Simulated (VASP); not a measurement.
A run of VASP 6.6.1 is set up as follows.

File POSCAR:

```
AgCl
1.0
    0.0000000000      2.7731725637      2.7731725637
    2.7731725637      0.0000000000      2.7731725637
    2.7731725637      2.7731725637      0.0000000000
Ag Cl
1 1
Direct
    0.0000000000      0.0000000000      0.0000000000
    0.5000000000      0.5000000000      0.5000000000
```

The input INCAR.step1:

```
SYSTEM = AgCl
ALGO = Normal
EDIFF = 1E-5
ENCUT = 470
GGA = PE
GGA_COMPAT = .FALSE.
ISIF = 2
ISMEAR = 0
LASPH = .TRUE.
LREAL = .FALSE.
LWAVE = .TRUE.
NBANDS = 20
NELM = 120
PREC = Accurate
SIGMA = 0.01
```

INCAR.step2

```
SYSTEM = AgCl
AEXX = 1.0
AGGAC = 1.0
ALDAC = 1.0
ALGO = Normal
EDIFF = 1E-6
ENCUT = 470
GGA = PE
GGA_COMPAT = .FALSE.
ISIF = 2
ISMEAR = 0
ISTART = 1
LASPH = .TRUE.
LCHARG = .TRUE.
LELF = .TRUE.
LHFCALC = .TRUE.
LREAL = .FALSE.
LVHAR = .TRUE.
LWAVE = .FALSE.
NBANDS = 20
NELM = 120
PREC = Accurate
PRECFOCK = Normal
SIGMA = 0.01
```

File KPOINTS:

```
k-points
0
G
  4 4 4
  0 0 0
```

Potentials or basis: VASP PAW PBE potentials, release 64 (Ag_sv_GW, Cl).

Run with:

```sh
$ cat potpaw_PBE.64/Ag_sv_GW/POTCAR potpaw_PBE.64/Cl/POTCAR > POTCAR
$ cp INCAR.step1 INCAR
$ mpirun -np 1 vasp_std > vasp.out
$ cp INCAR.step2 INCAR
$ mpirun -np 1 vasp_std > vasp.out
```

(1) What does it give for the pressure?

(2) Predict the band gap on the k mesh.

Answers

(1) -2.2 GPa.

(2) 10.38 eV (least direct gap 12.36 eV).

Caveat: the k points lie up to 0.49 Å⁻¹ apart; the PAW data sets were made with another functional, which shifts forces and pressure a little.
